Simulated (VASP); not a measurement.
A run of VASP 6.6.1:

Contents of INCAR:

```
SYSTEM = Co
PREC = Accurate ; ENCUT = 520
EDIFF = 1E-6 ; ISMEAR = -1
SIGMA = 0.05 ; LREAL = .False.
LASPH = .True. ; NELM = 150
ALGO = Normal ; ISIF = 2
LWAVE = .False. ; LCHARG = .False.
ISPIN = 2 ; MAGMOM = 2 2 2 2
LORBIT = 11 ; LMAXMIX = 4
GGA = RE ; IVDW = 12
NBANDS = 30
```

File KPOINTS:

```
regular mesh
0
Gamma
  12 12 4
  0 0 0
```

File POSCAR:

```
Co
1.0
    2.4869235940      0.0000000000      0.0000000000
   -1.2434617971      2.1537390097      0.0000000000
    0.0000000000      0.0000000000      8.1417998233
Co
4
Direct
    0.6666666667      0.3333333333      0.7500000000
    0.0000000000      0.0000000000      0.5000000000
    0.3333333333      0.6666666667      0.2500000000
    0.0000000000      0.0000000000      0.0000000000
```

Potentials or basis: VASP PAW PBE potentials, release 64 (Co).

The run is started by

```console
$ cat potpaw_PBE.64/Co/POTCAR > POTCAR
$ mpirun -np 1 vasp_std > vasp.out
```

Hardware: 1 thread of Intel(R) Xeon(R) 6975P-C (Granite Rapids), on a shared host.

Task: Estimate the wall time of this run.

Result: Run time: 69 s on 1 thread of Intel(R) Xeon(R) 6975P-C (Granite Rapids), on a shared host, peak memory 0.24 GiB. Counts: scf iterations 17, k points 57.
